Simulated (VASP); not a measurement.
# W (I4/mmm) in VASP: relaxation of cell and atoms with PBE

Aim: the relaxation of cell and atoms of W with PBE.

All numbers are computed with VASP 6.6.1; they aren't measurements. Logs are shortened: lines on timing, memory, paths and dates and some standing lists are left out, and cuts for length are marked.

### Step 1. The cell of the first run

It takes space group I4/mmm (No. 139, tetragonal). The conventional cell has a = 2.793 Å, b = 2.793 Å, c = 4.249 Å, α = 90.00°, β = 90.00°, γ = 90.00°. W (site symmetry 4/mmm) has 12 W at 2.79 to 2.90 Å within 3.7 Å.

### Step 2. Relaxation of cell and atoms, PBE

Input file INCAR:

```
SYSTEM = W
ALGO     = Fast           ! electronic algorithm
EDIFF    = 1E-7           ! SCF threshold, eV
EDIFFG   = -0.01          ! ionic threshold
ENCUT    = 600            ! plane-wave cutoff, eV
GGA      = PE             ! functional
IBRION   = 2              ! ionic algorithm
ISIF     = 3              ! what is computed and relaxed
ISMEAR   = 0              ! smearing method
LASPH    = .TRUE.         ! aspherical terms in the spheres
LCHARG   = .FALSE.        ! write CHGCAR
LREAL    = .FALSE.        ! projectors in reciprocal space
LWAVE    = .FALSE.        ! write WAVECAR
NELM     = 100            ! most SCF steps
NSW      = 100            ! ionic steps
PREC     = Accurate       ! precision mode
SIGMA    = 0.1            ! smearing width, eV
```

Input file KPOINTS:

```
k-points
0
G
  20 20 20
  0 0 0
```

Input file POSCAR:

```
W
1.0
   -1.3966122886      1.3966122886      2.1247418573
    1.3966122886     -1.3966122886      2.1247418573
    1.3966122886      1.3966122886     -2.1247418573
W
1
Direct
    0.0000000000      0.0000000000      0.0000000000
```

Potentials or basis: VASP PAW PBE potentials, release 64 (W_sv).

Run with:

```sh
$ cat potpaw_PBE.64/W_sv/POTCAR > POTCAR
$ mpirun -np 1 vasp_std > vasp.out
```

OUTCAR:

```text
SYSTEM = W
   EDIFF = 1E-7
   EDIFFG = -0.01
   ENCUT = 600
   GGA = PE
   IBRION = 2
   ISIF = 3
   ISMEAR = 0
   LASPH = .TRUE.
   LREAL = .FALSE.
   NELM = 100
   NSW = 100
   PREC = Accurate

 ion  position               nearest neighbor table
   1  0.000  0.000  0.000-

  LATTYP: Found a body centered tetragonal cell.
 ALAT       =     2.7932245772
 C/A-ratio  =     1.5213541186

  Lattice vectors:

 A1 = (  -1.3966122886,   1.3966122886,   2.1247418573)
 A2 = (   1.3966122886,  -1.3966122886,   2.1247418573)
 A3 = (   1.3966122886,   1.3966122886,  -2.1247418573)

Analysis of symmetry for initial positions (statically):
=====================================================================
 Subroutine PRICEL returns:
 Original cell was already a primitive cell.

 Routine SETGRP: Setting up the symmetry group for a
 body centered tetragonal supercell.

 Subroutine GETGRP returns: Found 16 space group operations
 (whereof 16 operations were pure point group operations)
 out of a pool of 16 trial point group operations.

The static configuration has the point symmetry D_4h.

Analysis of symmetry for dynamics (positions and initial velocities):
=====================================================================
 Subroutine PRICEL returns:
 Original cell was already a primitive cell.

 Routine SETGRP: Setting up the symmetry group for a
 body centered tetragonal supercell.

 Subroutine GETGRP returns: Found 16 space group operations
 (whereof 16 operations were pure point group operations)
 out of a pool of 16 trial point group operations.

The dynamic configuration has the point symmetry D_4h.

 Subroutine INISYM returns: Found 16 space group operations
 (whereof 16 operations are pure point group operations),
 and found     1 'primitive' translations

----------------------------------------------------------------------------------------

                                     Primitive cell

  volume of cell :      16.5775

  direct lattice vectors                    reciprocal lattice vectors
    -1.396612289  1.396612289  2.124741857     0.000000000  0.358009166  0.235322704
     1.396612289 -1.396612289  2.124741857     0.358009166  0.000000000  0.235322704
     1.396612289  1.396612289 -2.124741857     0.358009166  0.358009166  0.000000000

  length of vectors
     2.900961863  2.900961863  2.900961863     0.428424250  0.428424250  0.506301417

  position of ions in fractional coordinates (direct lattice)
     0.000000000  0.000000000  0.000000000

  ion indices of the primitive-cell ions
   primitive index   ion index
                 1           1

----------------------------------------------------------------------------------------

 KPOINTS: k-points

Automatic generation of k-mesh.
 Grid dimensions read from file:
 generate k-points for:   20   20   20

 Generating k-lattice:

  Cartesian coordinates                     Fractional coordinates (reciprocal lattice)
     0.000000000  0.017900458  0.011766135     0.050000000  0.000000000 -0.000000000
     0.017900458  0.000000000  0.011766135     0.000000000  0.050000000 -0.000000000
     0.017900458  0.017900458  0.000000000     0.000000000  0.000000000  0.050000000

  Length of vectors
     0.021421212  0.021421212  0.025315071

  Shift w.r.t. Gamma in fractional coordinates (k-lattice)
     0.000000000  0.000000000  0.000000000

 Subroutine IBZKPT returns following result:
 ===========================================

 Found    641 irreducible k-points:

 Following reciprocal coordinates:
            Coordinates               Weight
  0.000000  0.000000  0.000000      1.000000
  0.050000  0.000000  0.000000      8.000000
  0.100000 -0.000000  0.000000      8.000000
  0.150000 -0.000000  0.000000      8.000000
  0.200000 -0.000000  0.000000      8.000000
  0.250000 -0.000000  0.000000      8.000000
[... 16 lines left out ...]
 -0.400000  0.050000  0.000000     16.000000
 -0.350000  0.050000 -0.000000     16.000000
 [... further k-points ...]
   k-points           NKPTS =    641   k-points in BZ     NKDIM =    641   number of bands    NBANDS=     11
   number of dos      NEDOS =    301   number of ions     NIONS =      1
   total plane-waves  NPLWV =  13824
   dimension x,y,z NGX =    24 NGY =   24 NGZ =   24
   dimension x,y,z NGXF=    48 NGYF=   48 NGZF=   48
   ions per type =               1
   NGX,Y,Z   is equivalent  to a cutoff of  13.75, 13.75, 13.75 a.u.
   NGXF,Y,Z  is equivalent  to a cutoff of  27.51, 27.51, 27.51 a.u.
 SYSTEM =  W
   PREC   = accura    normal or accurate (medium, high low for compatibility)
   ISTART =      0    job   : 0-new  1-cont  2-samecut
   ICHARG =      2    charge: 1-file 2-atom 10-const
   ISPIN  =      1    spin polarized calculation?
   LNONCOLLINEAR =      F non collinear calculations
   LSORBIT =      F    spin-orbit coupling
   LASPH  =      T    aspherical Exc in radial PAW
   ENCUT  =  600.0 eV  44.10 Ry    6.64 a.u.   5.79  5.79  5.79*2*pi/ulx,y,z
   NELM   =    100;   NELMIN=  2; NELMDL= -5     # of ELM steps
   EDIFF  = 0.1E-06   stopping-criterion for ELM
   LREAL  =      F    real-space projection
   EDIFFG = -.1E-01   stopping-criterion for IOM
   NSW    =    100    number of steps for IOM
   IBRION =      2    ionic relax: 0-MD 1-quasi-New 2-CG
   NFREE  =      1    steps in history (QN), initial steepest desc. (CG)
   ISIF   =      3    stress and relaxation
   ISYM   =      2    0-nonsym 1-usesym 2-fastsym
   POTIM  = 0.5000    time-step for ionic-motion
   TEBEG  =    0.0;   TEEND  =   0.0 temperature during run
   PSTRESS=    0.0 pullay stress
   NELECT =      14.0000    total number of electrons
   NUPDOWN=      -1.0000    fix difference up-down
   EMIN   =  10.00;   EMAX   =-10.00  energy-range for DOS
   EFERMI =   0.00;   METHOD = LEGACY
   ISMEAR =     0;   SIGMA  =   0.10  broadening in eV -4-tet -1-fermi 0-gaus
   EFERMI_NEDOS =   21; number of points for ismear=-14 and -15
   IALGO  =     68    algorithm
   IMIX   =      4    mixing-type and parameters
     AMIX     =   0.40;   BMIX     =  1.00
     AMIX_MAG =   1.60;   BMIX_MAG =  1.00
  volume/ion in A,a.u.               =      16.58       111.87
  Fermi-wavevector in a.u.,A,eV,Ry     =   1.547432  2.924222 32.579770  2.394546
  Thomas-Fermi vector in A             =   2.652526
   LORBIT       =      0    0 simple, 1 ext, 2 COOP (PROOUT), +10 PAW based schemes
   GGA     = PE    functional components
   LHFCALC =     F    Hartree Fock is set to
   AEXX    =    0.0000 exact exchange contribution
   IVDW    =     0    specifies the selected vdW correction
   LEPSILON=     F    determine dielectric tensor
   LRPA    =     F    only Hartree local field effects (RPA)
 conjugate gradient relaxation of ions
 non-spin polarized calculation
 RMM-DIIS sequential band-by-band and
 Gauss-broadening in eV      SIGMA  =   0.10
  energy-cutoff  :      600.00
  volume of cell :       16.58
 maximum number of plane-waves:       576
   NGX = 11   NGY = 11   NGZ = 11

--------------------------------------- Ionic step        1  -------------------------------------------

 number of electron      14.0000001 magnetization

 Free energy of the ion-electron system (eV)
  ---------------------------------------------------
  ext. energy  EPLUGINS =         0.00000000
  ---------------------------------------------------
  free energy    TOTEN  =       -12.51444957 eV

  energy without entropy =      -12.50845864  energy(sigma->0) =      -12.51145411

------------------------ aborting loop because EDIFF is reached ----------------------------------------

  FORCE on cell =-STRESS in cart. coord.  units (eV):
  Direction    XX          YY          ZZ          XY          YZ          ZX
  --------------------------------------------------------------------------------------
  -------------------------------------------------------------------------------------
  Total       -0.6198153     -0.6198153      0.6935436      0.0000000     -0.0000000      0.0000000
  in kB      -59.9038818    -59.9038818     67.0295744      0.0000000     -0.0000000      0.0000000
  external PRESSURE =     -17.5927297 kB  Pullay stress =       0.0000000 kB

 VOLUME and BASIS-vectors are now :
 -----------------------------------------------------------------------------
  energy-cutoff  :      600.00
  volume of cell :       16.58
      direct lattice vectors                 reciprocal lattice vectors
    -1.396612289  1.396612289  2.124741857     0.000000000  0.358009166  0.235322704
     1.396612289 -1.396612289  2.124741857     0.358009166  0.000000000  0.235322704
     1.396612289  1.396612289 -2.124741857     0.358009166  0.358009166  0.000000000
[... 176 lines left out ...]
 POSITION                                       TOTAL-FORCE (eV/Angst)
 -----------------------------------------------------------------------------------
     -0.00000      0.00000      0.00000        -0.000000     -0.000000     -0.000000
 -----------------------------------------------------------------------------------
    total drift:                               -0.000000      0.000000      0.000000

  FREE ENERGIE OF THE ION-ELECTRON SYSTEM (eV)
  ---------------------------------------------------
  free  energy   TOTEN  =       -12.5758483136 eV

  energy  without entropy=      -12.5723984417  energy(sigma->0) =      -12.57412338

--------------------------------------- Ionic step        7  -------------------------------------------

 number of electron      14.0000000 magnetization

 Free energy of the ion-electron system (eV)
  ---------------------------------------------------
  ext. energy  EPLUGINS =         0.00000000
  ---------------------------------------------------
  free energy    TOTEN  =       -12.57603632 eV

  energy without entropy =      -12.57251571  energy(sigma->0) =      -12.57427601

 E-fermi :  10.8204     XC(G=0): -13.3940

 val. band max:       10.8193065351   @ k =   0.2000   0.1000   0.0500
 cond. band min:      10.8231668416   @ k =  -0.4500   0.2000  -0.0000
 fundamental gap:      0.0038603065
 Fermi energy:        10.8204307215

 k-point     1 :       0.0000    0.0000    0.0000
  band No.  band energies     occupation
      1     -63.3432      2.00000
      2     -27.1112      2.00000
      3     -26.8776      2.00000
      4     -26.8776      2.00000
      5       1.4603      2.00000
      6       8.2947      2.00000
      7      10.7571      1.62923
      8      10.9360      0.10224
      9      10.9360      0.10223
     10      14.6438      0.00000
     11      23.6665      0.00000

 k-point     2 :       0.0500    0.0000    0.0000
  band No.  band energies     occupation
      1     -63.3404      2.00000
      2     -27.1199      2.00000
      3     -26.9072      2.00000
      4     -26.8779      2.00000
      5       1.5713      2.00000
      6       8.3399      2.00000
      7      10.7233      1.83065
      8      10.8706      0.47762
      9      10.9862      0.01908
     10      14.5518      0.00000
     11      23.8858      0.00000
[... 295 lines left out ...]
 k-point    24 :      -0.3500    0.0500   -0.0000
  band No.  band energies     occupation
      1     -63.2528      2.00000
      2     -27.8794      2.00000
      3     -27.2530      2.00000
      4     -26.9060      2.00000
      5       4.6672      2.00000
      6       8.7090      2.00000
      7       9.3514      2.00000
      8      11.2506      0.00000
      9      13.7393      0.00000
     10      14.1676      0.00000
     11      22.6828      0.00000

 [... further k-points ...]
[... 5 lines left out ...]
  --------------------------------------------------------------------------------------
  -------------------------------------------------------------------------------------
  Total       -0.0045835     -0.0045835     -0.0008020      0.0000000      0.0000000      0.0000000
  in kB       -0.4444858     -0.4444858     -0.0777780      0.0000000      0.0000000      0.0000000
  external PRESSURE =      -0.3222498 kB  Pullay stress =       0.0000000 kB

 VOLUME and BASIS-vectors are now :
 -----------------------------------------------------------------------------
  energy-cutoff  :      600.00
  volume of cell :       16.52
      direct lattice vectors                 reciprocal lattice vectors
    -1.345805880  1.345805880  2.280477629     0.000000000  0.371524606  0.219252315
     1.345805880 -1.345805880  2.280477629     0.371524606  0.000000000  0.219252315
     1.345805880  1.345805880 -2.280477629     0.371524606  0.371524606  0.000000000

 POSITION                                       TOTAL-FORCE (eV/Angst)
 -----------------------------------------------------------------------------------
     -0.00000      0.00000      0.00000         0.000000      0.000000     -0.000000
 -----------------------------------------------------------------------------------
    total drift:                               -0.000000      0.000000      0.000000

  FREE ENERGIE OF THE ION-ELECTRON SYSTEM (eV)
  ---------------------------------------------------
  free  energy   TOTEN  =       -12.5760363223 eV

  energy  without entropy=      -12.5725157060  energy(sigma->0) =      -12.57427601

 reached required accuracy - stopping structural energy minimisation
```

Wall time 6.6 min (1 thread of AMD EPYC 9R45 (Zen 5), shared host); peak memory 0.25 GiB.

Results:

| Item | Value |
| --- | --- |
| Free energy | -12.5760 eV |
| Relaxed volume | 16.52 Å³/atom |
| Relaxed cell | a = 2.970 Å, b = 2.970 Å, c = 2.970 Å, α = 126.12°, β = 126.12°, γ = 79.70° |
| Space group after relaxing (to 0.05 Å) | I4/mmm (No. 139) |
| Energy gained by relaxing | 61.6 meV/atom |
| Ionic steps | 7 |
| Pressure after relaxing | 0.0 GPa |
| Band gap on the k mesh | zero (band 7 reaches 14.34 eV, above the bottom of band 8 at 10.22 eV) |

The path:
```tsv
step	energy change (eV)	largest force (eV/Å)	pressure (GPa)	volume (Å³)
1	0.0000	0.0000	-1.76	16.58
2	-0.0416	0.0000	6.77	16.12
3	-0.0424	0.0000	8.58	16.04
4	-0.0574	0.0000	4.82	16.25
5	-0.0597	0.0000	2.65	16.38
6	-0.0614	0.0000	0.83	16.47
7	-0.0616	0.0000	-0.03	16.52
```

Final structure:
```yaml
crystal:
  lattice:
    - [-1.34581, 1.34581, 2.28048]
    - [1.34581, -1.34581, 2.28048]
    - [1.34581, 1.34581, -2.28048]
  atoms:
    - { symbol: W, position: [0.00000, 0.00000, 0.00000] }
```

Caveat: spin-orbit coupling is left out, which moves the levels of the heavy elements.
